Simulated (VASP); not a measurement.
# LuAl4Pt (P6/mmm) in VASP: a series of runs, part 2 of 2

VASP 6.6.1. The steps go on from the part before.

## Step 3: Single point, PBE

This run uses another cell than the first one, of 17.50 Å³/atom.

INCAR

```
PREC = Accurate ; ENCUT = 520
EDIFF = 1E-6 ; ISMEAR = 0
SIGMA = 0.1 ; LREAL = F
LASPH = T ; NELM = 80
ALGO = Normal ; ISIF = 2
LWAVE = F ; LCHARG = F
GGA = PE ; NBANDS = 32
```

KPOINTS

```
Automatic mesh
0
Gamma
  6 6 2
```

POSCAR

```
LuAl4Pt
1.0
    4.3484155065     -0.0000000034      0.0000000000
   -2.1742077503      3.7658382966      0.0000000000
    0.0000000000      0.0000000000      6.4102949902
Lu Al Pt
1 4 1
Direct
    0.0000000000      0.0000000000      0.0000000000
    0.3333333333      0.6666666667      0.7191570904
    0.3333333333      0.6666666667      0.2808429096
    0.6666666667      0.3333333333      0.7191570904
    0.6666666667      0.3333333333      0.2808429096
    0.0000000000      0.0000000000      0.5000000000
```

Potentials or basis: VASP PAW PBE potentials, release 64 (Lu, Al, Pt).

On the command line:

```console
> cat potpaw_PBE.64/Lu/POTCAR potpaw_PBE.64/Al/POTCAR potpaw_PBE.64/Pt/POTCAR > POTCAR
> mpirun -np 1 vasp_std > vasp.out
```

OUTCAR:

```text
PREC = Accurate
   ENCUT = 520
   EDIFF = 1E-6
   ISMEAR = 0
   LREAL = F
   LASPH = T
   NELM = 80
   ISIF = 2
   GGA = PE

 ion  position               nearest neighbor table
   1  0.000  0.000  0.000-   2 3.09   3 3.09   4 3.09   5 3.09   4 3.09   5 3.09   2 3.09   3 3.09
                             4 3.09   5 3.09   2 3.09   3 3.09   6 3.21   6 3.21
   2  0.333  0.667  0.719-   4 2.51   4 2.51   4 2.51   3 2.81   6 2.88   6 2.88   6 2.88   1 3.09
                             1 3.09   1 3.09
   3  0.333  0.667  0.281-   5 2.51   5 2.51   5 2.51   2 2.81   6 2.88   6 2.88   6 2.88   1 3.09
                             1 3.09   1 3.09
   4  0.667  0.333  0.719-   2 2.51   2 2.51   2 2.51   5 2.81   6 2.88   6 2.88   6 2.88   1 3.09
                             1 3.09   1 3.09
   5  0.667  0.333  0.281-   3 2.51   3 2.51   3 2.51   4 2.81   6 2.88   6 2.88   6 2.88   1 3.09
                             1 3.09   1 3.09
   6  0.000  0.000  0.500-   2 2.88   3 2.88   4 2.88   5 2.88   4 2.88   5 2.88   2 2.88   3 2.88
                             4 2.88   5 2.88   2 2.88   3 2.88   1 3.21   1 3.21

  LATTYP: Found a hexagonal cell.
 ALAT       =     4.3484155065
 C/A-ratio  =     1.4741680000

  Lattice vectors:

 A1 = (   4.3484155065,  -0.0000000034,   0.0000000000)
 A2 = (  -2.1742077503,   3.7658382966,   0.0000000000)
 A3 = (   0.0000000000,   0.0000000000,   6.4102949902)

Analysis of symmetry for initial positions (statically):
=====================================================================
 Subroutine PRICEL returns:
 Original cell was already a primitive cell.

 Routine SETGRP: Setting up the symmetry group for a
 hexagonal supercell.

 Subroutine GETGRP returns: Found 24 space group operations
 (whereof 24 operations were pure point group operations)
 out of a pool of 24 trial point group operations.

The static configuration has the point symmetry D_6h.

Analysis of symmetry for dynamics (positions and initial velocities):
=====================================================================
 Subroutine PRICEL returns:
 Original cell was already a primitive cell.
[... 128 lines left out ...]
  Thomas-Fermi vector in A             =   2.386323
   LORBIT       =      0    0 simple, 1 ext, 2 COOP (PROOUT), +10 PAW based schemes
   GGA     = PE    functional components
   LHFCALC =     F    Hartree Fock is set to
   AEXX    =    0.0000 exact exchange contribution
   IVDW    =     0    specifies the selected vdW correction
   LEPSILON=     F    determine dielectric tensor
   LRPA    =     F    only Hartree local field effects (RPA)
 non-spin polarized calculation
 Gauss-broadening in eV      SIGMA  =   0.10
  energy-cutoff  :      520.00
  volume of cell :      104.97
 maximum number of plane-waves:      2842
   NGX = 17   NGY = 17   NGZ = 23

 number of electron      47.0000000 magnetization

 Free energy of the ion-electron system (eV)
  ---------------------------------------------------
  ext. energy  EPLUGINS =         0.00000000
  ---------------------------------------------------
  free energy    TOTEN  =       -28.26471281 eV

  energy without entropy =      -28.25744287  energy(sigma->0) =      -28.26107784

 E-fermi :   7.2419     XC(G=0): -10.9812

 val. band max:        7.2242084123   @ k =   0.3333   0.0000   0.5000
 cond. band min:       7.4049411897   @ k =   0.3333   0.3333   0.0000
 fundamental gap:      0.1807327774
 Fermi energy:         7.2418540112

 k-point     1 :       0.0000    0.0000    0.0000
  band No.  band energies     occupation
      1     -48.7709      2.00000
      2     -19.4635      2.00000
      3     -19.4528      2.00000
      4     -19.4528      2.00000
      5      -3.2239      2.00000
      6       0.3980      2.00000
[... 479 lines left out ...]
     31      11.8977      0.00000
     32      12.1504      0.00000

------------------------ aborting loop because EDIFF is reached ----------------------------------------

  FORCE on cell =-STRESS in cart. coord.  units (eV):
  Direction    XX          YY          ZZ          XY          YZ          ZX
  --------------------------------------------------------------------------------------
  -------------------------------------------------------------------------------------
  Total        0.1745619      0.1745619      0.0357370      0.0000000      0.0000000     -0.0000000
  in kB        2.6643384      2.6643384      0.5454532      0.0000000      0.0000000     -0.0000000
  external PRESSURE =       1.9580433 kB  Pullay stress =       0.0000000 kB

 VOLUME and BASIS-vectors are now :
 -----------------------------------------------------------------------------
  energy-cutoff  :      520.00
  volume of cell :      104.97
      direct lattice vectors                 reciprocal lattice vectors
     4.348415507 -0.000000003  0.000000000     0.229968824  0.132772562  0.000000000
    -2.174207750  3.765838297  0.000000000     0.000000000  0.265545125  0.000000000
     0.000000000  0.000000000  6.410294990     0.000000000  0.000000000  0.155999061

 POSITION                                       TOTAL-FORCE (eV/Angst)
 -----------------------------------------------------------------------------------
      0.00000      0.00000      0.00000        -0.000000      0.000000      0.000000
      0.00000      2.51056      4.61001        -0.000000      0.000000     -0.007792
      0.00000      2.51056      1.80029        -0.000000      0.000000      0.007792
      2.17421      1.25528      4.61001         0.000000     -0.000000     -0.007792
      2.17421      1.25528      1.80029         0.000000     -0.000000      0.007792
      0.00000      0.00000      3.20515        -0.000000      0.000000      0.000000
 -----------------------------------------------------------------------------------
    total drift:                               -0.000000     -0.000000     -0.000000

  FREE ENERGIE OF THE ION-ELECTRON SYSTEM (eV)
  ---------------------------------------------------
  free  energy   TOTEN  =       -28.2647128102 eV

  energy  without entropy=      -28.2574428658  energy(sigma->0) =      -28.26107784
```

Run time: 21 s. Hardware: 1 thread of Intel Xeon 6975P-C (Granite Rapids), shared host; peak memory 0.24 GiB.

What came out:

| Property | Result |
| --- | --- |
| Free energy | -28.2647 eV |
| Pressure | 0.2 GPa |
| Largest force | 0.008 eV/Å |
| Band gap on the k mesh | zero (an odd number of electrons rules out a gap without spin polarisation) |

Forces in eV/Å, atoms in the order of the input:
```
Lu   0.000  0.000  0.000
Al   0.000  0.000 -0.008
Al   0.000  0.000  0.008
Al   0.000  0.000 -0.008
Al   0.000  0.000  0.008
Pt   0.000  0.000  0.000
```

Levels at points of the mesh, in eV from the Fermi level:
| k point | band 21 | band 22 | band 23 | band 24 | band 25 | band 26 | band 27 | band 28 |
| --- | --- | --- | --- | --- | --- | --- | --- | --- |
| (0.00, 0.00, 0.00) | -0.52 | 0.19 | 0.87 | 0.87 | 0.92 | 0.92 | 1.85 | 1.85 |
| (0.50, 0.00, 0.00) | -2.68 | -2.65 | -1.77 | 0.22 | 1.15 | 1.98 | 2.86 | 3.31 |
| (0.00, 0.00, 0.50) | -1.02 | -0.69 | -0.18 | -0.18 | 0.48 | 1.37 | 1.37 | 2.16 |
| (0.50, 0.00, 0.50) | -2.69 | -1.27 | -1.17 | 0.34 | 0.38 | 2.02 | 2.44 | 2.56 |

Caveat: the k points lie up to 0.49 Å⁻¹ apart, too coarse for converged energies and pressures of a metal; spin-orbit coupling is left out, which moves the levels of the heavy elements.

## Step 4: Single point, PBE

This run uses another cell than the first one, of 17.46 Å³/atom.

INCAR

```
SYSTEM = LuAl4Pt
  PREC = Accurate
  ENCUT = 520
  EDIFF = 1E-6
  ISMEAR = 0
  SIGMA = 0.1
  LREAL = .False.
  LASPH = .True.
  NELM = 60
  ALGO = Fast
  ISIF = 2
  LWAVE = .False.
  LCHARG = .True.
  GGA = PE
  LELF = .True.
  LVHAR = .True.
  NBANDS = 32
```

KPOINTS

```
Automatic mesh
0
Gamma
  6 6 4
  0 0 0
```

POSCAR

```
LuAl4Pt
1.0
    4.3687423841      0.0000000000      0.0000000000
   -2.1843711921      3.7834418872      0.0000000000
    0.0000000000      0.0000000000      6.3367108537
Lu Al Pt
1 4 1
Direct
    0.0000000000      0.0000000000      0.0000000000
    0.3333333333      0.6666666667      0.7231587436
    0.3333333333      0.6666666667      0.2768412564
    0.6666666667      0.3333333333      0.7231587436
    0.6666666667      0.3333333333      0.2768412564
    0.0000000000      0.0000000000      0.5000000000
```

Potentials or basis: VASP PAW PBE potentials, release 64 (Lu, Al, Pt).

On the command line:

```console
> cat potpaw_PBE.64/Lu/POTCAR potpaw_PBE.64/Al/POTCAR potpaw_PBE.64/Pt/POTCAR > POTCAR
> mpirun -np 1 vasp_std > vasp.out
```

OUTCAR:

```text
SYSTEM = LuAl4Pt
   PREC = Accurate
   ENCUT = 520
   EDIFF = 1E-6
   ISMEAR = 0
   LREAL = .False.
   LASPH = .True.
   NELM = 60
   ISIF = 2
   GGA = PE

 ion  position               nearest neighbor table
   1  0.000  0.000  0.000-   2 3.07   3 3.07   4 3.07   5 3.07   4 3.07   5 3.07   2 3.07   3 3.07
                             4 3.07   5 3.07   2 3.07   3 3.07   6 3.17   6 3.17
   2  0.333  0.667  0.723-   4 2.52   4 2.52   4 2.52   3 2.83   6 2.89   6 2.89   6 2.89   1 3.07
                             1 3.07   1 3.07
   3  0.333  0.667  0.277-   5 2.52   5 2.52   5 2.52   2 2.83   6 2.89   6 2.89   6 2.89   1 3.07
                             1 3.07   1 3.07
   4  0.667  0.333  0.723-   2 2.52   2 2.52   2 2.52   5 2.83   6 2.89   6 2.89   6 2.89   1 3.07
[... 943 lines left out ...]
  Total        0.1911138      0.1911138      0.1225880     -0.0000000     -0.0000000      0.0000000
  in kB        2.9234465      2.9234465      1.8752157     -0.0000000     -0.0000000      0.0000000
  external PRESSURE =       2.5740362 kB  Pullay stress =       0.0000000 kB

 VOLUME and BASIS-vectors are now :
 -----------------------------------------------------------------------------
  energy-cutoff  :      520.00
  volume of cell :      104.74
      direct lattice vectors                 reciprocal lattice vectors
     4.368742384  0.000000000  0.000000000     0.228898825  0.132154798  0.000000000
    -2.184371192  3.783441887  0.000000000     0.000000000  0.264309597  0.000000000
     0.000000000  0.000000000  6.336710854     0.000000000  0.000000000  0.157810578

 POSITION                                       TOTAL-FORCE (eV/Angst)
 -----------------------------------------------------------------------------------
      0.00000      0.00000      0.00000        -0.000000      0.000000      0.000000
     -0.00000      2.52229      4.58245         0.000000     -0.000000     -0.021165
     -0.00000      2.52229      1.75426         0.000000     -0.000000      0.021165
      2.18437      1.26115      4.58245        -0.000000      0.000000     -0.021165
      2.18437      1.26115      1.75426        -0.000000      0.000000      0.021165
      0.00000      0.00000      3.16836        -0.000000      0.000000      0.000000
 -----------------------------------------------------------------------------------
    total drift:                               -0.000000     -0.000000     -0.000000

  FREE ENERGIE OF THE ION-ELECTRON SYSTEM (eV)
  ---------------------------------------------------
  free  energy   TOTEN  =       -28.2915780164 eV

  energy  without entropy=      -28.2848009095  energy(sigma->0) =      -28.28818946
```

stdout:

```text
POSCAR found type information on POSCAR LuAlPt
 POSCAR found :  3 types and       6 ions
 scaLAPACK will be used
 LDA part: xc-table for (Slater+PW92), standard interpolation
 POSCAR, INCAR and KPOINTS ok, starting setup
 FFT: planning ... GRIDC
 FFT: planning ... GRID_SOFT
 FFT: planning ... GRID
 WAVECAR not read
 entering main loop
WARNING in EDDRMM: call to ZHEGV failed, returncode =   6  3     25
```

Run time: 59 s. Hardware: 1 thread of Intel Xeon 6975P-C (Granite Rapids), shared host; peak memory 0.27 GiB.

What came out:

| Property | Result |
| --- | --- |
| Free energy | -28.2916 eV |
| Pressure | 0.3 GPa |
| Largest force | 0.021 eV/Å |
| Band gap on the k mesh | zero (an odd number of electrons rules out a gap without spin polarisation) |

Forces in eV/Å, atoms in the order of the input:
```
Lu   0.000  0.000  0.000
Al   0.000  0.000 -0.021
Al   0.000  0.000  0.021
Al   0.000  0.000 -0.021
Al   0.000  0.000  0.021
Pt   0.000  0.000  0.000
```

Stress tensor (GPa, compression positive):
```
0.29 0.00 0.00
0.00 0.29 0.00
0.00 0.00 0.19
```

Caveat: spin-orbit coupling is left out, which moves the levels of the heavy elements.

## Step 5: Summary

```csv
cell,k mesh,gap on the mesh (eV),pressure (GPa),largest force (eV/Å)
"a = 3.640, b = 3.640, c = 7.782 Å, angles 90.0, 90.0, 120.0°, 6 atoms, atomic positions A",6 × 6 × 2,none,46.3,1.18
"a = 4.348, b = 4.348, c = 6.410 Å, angles 90.0, 90.0, 120.0°, 6 atoms, atomic positions B",6 × 6 × 2,none,0.2,0.01
"a = 4.369, b = 4.369, c = 6.337 Å, angles 90.0, 90.0, 120.0°, 6 atoms, atomic positions C",6 × 6 × 4,none,0.3,0.02
```

Alike in all rows: task single point; level PBE; potentials or basis VASP PAW PBE potentials, release 64 (Lu, Al, Pt); no spin polarisation; cutoff (eV) 520; smearing gaussian 0.1 eV.

Caveats: some runs use coarse meshes; spin-orbit coupling is left out, which moves the levels of the heavy elements; forces of over 1 eV/Å act on the atoms, so gaps and moduli don't describe the material at rest (at least some runs).

Absolute energies hang on the potentials; compare differences alone.

The gap in the log of VASP goes by the Fermi energy; the results here count the filled bands.